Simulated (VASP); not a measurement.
Set up this calculation in VASP 6.6.1, as the native input.

```
Task                   : single point
Functional             : PBEsol
Potentials or basis    : VASP PAW PBE potentials, release 64 (Be, C, H)
Cutoff                 : 520 eV
k mesh                 : 1 × 1 × 1, shifted
Occupations            : fermi-dirac, width 0.05 eV
Spin                   : no spin polarisation
Dipole correction      : no
Further INCAR settings : LREAL = Auto; ALGO = Normal; EDIFF = 1e-06; NBANDS = 182; ISYM = 0
```

The structure of Be64HC32 (a cell with a defect) lies in POSCAR:

```
Be64HC32
1.0
    8.6212760000      0.0000000000      0.0000000000
    0.0000000000      8.6212760000      0.0000000000
    0.0000000000      0.0000000000      8.6212760000
Be C H
64 32 1
Direct
    0.3715680000      0.1303320000      0.1124000000
    0.3807930000      0.1269290000      0.6331160000
    0.3803040000      0.6278890000      0.1235260000
    0.3524550000      0.6280870000      0.6428430000
    0.8688720000      0.1304550000      0.1228630000
    0.8808930000      0.1218730000      0.6208100000
    0.8726990000      0.6175650000      0.1278770000
    0.8798960000      0.6277010000      0.6250850000
    0.1172300000      0.3927230000      0.1169700000
    0.1187340000      0.3771820000      0.6317670000
    0.1250170000      0.8690800000      0.1150810000
    0.1291010000      0.8728470000      0.6212340000
    0.6272220000      0.3748560000      0.1143750000
    0.6115180000      0.3689820000      0.6175840000
    0.6245530000      0.8856460000      0.1263920000
    0.6190650000      0.8673390000      0.6280890000
    0.1196280000      0.1111290000      0.3771420000
    0.1256420000      0.1362420000      0.8817420000
    0.1269700000      0.6202470000      0.3793500000
    0.1118030000      0.6314760000      0.8610960000
    0.6072010000      0.1323940000      0.3766550000
    0.6326580000      0.1199830000      0.8670350000
    0.6192650000      0.6330110000      0.3762780000
    0.6183650000      0.6267770000      0.8756370000
    0.1265750000      0.1256930000      0.1346880000
    0.1344660000      0.1269390000      0.6212930000
    0.1281830000      0.6306010000      0.1311010000
    0.1372580000      0.6153320000      0.6246030000
    0.6201580000      0.1351600000      0.1211760000
    0.6224140000      0.1316310000      0.6402730000
    0.6240270000      0.6261430000      0.1196390000
    0.6195660000      0.6243150000      0.6241480000
    0.3638210000      0.3636080000      0.3677410000
    0.3821360000      0.3843580000      0.8750340000
    0.3692750000      0.8765000000      0.3674780000
    0.3917960000      0.8819370000      0.8777000000
    0.8610460000      0.3559720000      0.3800410000
    0.8908890000      0.3712370000      0.8647690000
    0.8778080000      0.8793830000      0.3766440000
    0.8714970000      0.8869900000      0.8737770000
    0.3790090000      0.3879530000      0.1256570000
    0.3789230000      0.3775040000      0.6219670000
    0.3766920000      0.8696280000      0.1261620000
    0.3626930000      0.8678310000      0.6192740000
    0.8776360000      0.3827580000      0.1338450000
    0.8811600000      0.3782670000      0.6095650000
    0.8587740000      0.8831620000      0.1150850000
    0.8718980000      0.8809300000      0.6315950000
    0.3720140000      0.1236670000      0.3667750000
    0.3826990000      0.1325110000      0.8683800000
    0.3758110000      0.6302580000      0.3653660000
    0.3613980000      0.6173350000      0.8743150000
    0.8794750000      0.1140770000      0.3871020000
    0.8774220000      0.1261010000      0.8738950000
    0.8642510000      0.6156750000      0.3848100000
    0.8631230000      0.6294820000      0.8648300000
    0.1218320000      0.3697880000      0.3890130000
    0.1285750000      0.3819930000      0.8893670000
    0.1127890000      0.8600240000      0.3845310000
    0.1316870000      0.8736230000      0.8833840000
    0.6196740000      0.3692420000      0.3655240000
    0.6036900000      0.3825740000      0.8836300000
    0.6250010000      0.8782140000      0.3779020000
    0.6096730000      0.8750820000      0.8774290000
    0.0072380000      0.9977790000      0.0029810000
    0.0061320000      0.0040900000      0.5024950000
    0.0019400000      0.5055660000      0.0154670000
    0.0127420000      0.4909410000      0.4956630000
    0.5121710000      0.0117700000      0.0021350000
    0.5045230000      0.9976440000      0.5013970000
    0.4935590000      0.4975490000      0.0010720000
    0.5047940000      0.4862470000      0.4843120000
    0.2455760000      0.2629470000      0.9999890000
    0.2456440000      0.2358090000      0.5014210000
    0.2494770000      0.7518930000      0.9986520000
    0.2585580000      0.7528730000      0.4919610000
    0.7537440000      0.2504310000      0.9964810000
    0.7537360000      0.2655850000      0.5073550000
    0.7501080000      0.7554020000      0.9981530000
    0.7481580000      0.7487130000      0.4911660000
    0.2482010000      0.0023570000      0.2514760000
    0.2443380000      0.9864520000      0.7464630000
    0.2424650000      0.4886950000      0.2573120000
    0.2536570000      0.4905290000      0.7593030000
    0.7498730000      0.0077960000      0.2596970000
    0.7518330000      0.0054750000      0.7513260000
    0.7459630000      0.5143530000      0.2416810000
    0.7427000000      0.4993000000      0.7481140000
    0.0018260000      0.2654780000      0.2520260000
    0.9965180000      0.2500070000      0.7348110000
    0.0036010000      0.7445440000      0.2377420000
    0.9887670000      0.7678730000      0.7504810000
    0.5082640000      0.2449610000      0.2507200000
    0.4944690000      0.2573070000      0.7556230000
    0.4932280000      0.7609670000      0.2434840000
    0.5067640000      0.7547450000      0.7610210000
    0.4431720000      0.5602430000      0.5426720000
```

The input as run:

INCAR

```
PREC = Accurate
ENCUT = 520
EDIFF = 1E-6
ISMEAR = -1
SIGMA = 0.05
LREAL = Auto
LASPH = True
NELM = 60
ALGO = Normal
ISIF = 2
LWAVE = False
LCHARG = False
GGA = PS
NBANDS = 182
ISYM = 0
```

KPOINTS

```
Automatic mesh
0
Gamma
  1 1 1
  0.25 0.25 0.25
```

Potentials or basis: VASP PAW PBE potentials, release 64 (Be, C, H).

The run is started by

```bash
$ cat potpaw_PBE.64/Be/POTCAR potpaw_PBE.64/C/POTCAR potpaw_PBE.64/H/POTCAR > POTCAR
$ mpirun -np 1 vasp_std > vasp.out
```

It gave:

- Pressure: 6.7 GPa
- Largest force: 4.524 eV/Å

Caveat: the k points lie up to 0.73 Å⁻¹ apart; the PAW data sets were made with another functional, which shifts forces and pressure a little.

Wall time 22 min on 1 thread of Intel(R) Xeon(R) Platinum 8259CL CPU @ 2.50GHz (Skylake/Cascade Lake) (shared host), peak memory 0.75 GiB.
